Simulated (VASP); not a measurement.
Here is a VASP 6.6.1 calculation.

File INCAR:

```
ALGO = Normal ; EDIFF = 1E-6
ENCUT = 520 ; GGA = CA
ISIF = 2 ; ISMEAR = -1
LASPH = T ; LCHARG = T
LELF = T ; LREAL = F
LVHAR = T ; LWAVE = F
NBANDS = 34 ; NELM = 60
PREC = Accurate ; SIGMA = 0.08
```

KPOINTS

```
k-points
0
Gamma
  4 4 8
```

File POSCAR:

```
Nb
1.0
   -3.3279000000      3.3279000000      3.3279000000
    3.3279000000     -3.3279000000      3.3279000000
    1.6639500000      1.6639500000     -1.6639500000
Nb
4
Direct
    0.0147635145      0.0080036960      0.0400156255
   -0.0009689294      0.5042654527     -0.0167315725
    0.4917506536     -0.0086357763     -0.0177805823
    0.4944547613      0.4963666276     -0.0055034707
```

Potentials or basis: VASP PAW LDA potentials, release 64 (Nb_sv).

Run with:

```sh
$ cat potpaw_LDA.64/Nb_sv/POTCAR > POTCAR
$ mpirun -np 1 vasp_std > vasp.out
```

(1) Predict the band gap on the k mesh.

(2) Estimate the pressure.

(3) Estimate the largest force.

## Answers

(1) zero (bands 26 and 27 overlap by 3.25 eV).

(2) -11.6 GPa.

(3) 0.810 eV/Å.

Caveat: the cell stands under tension.
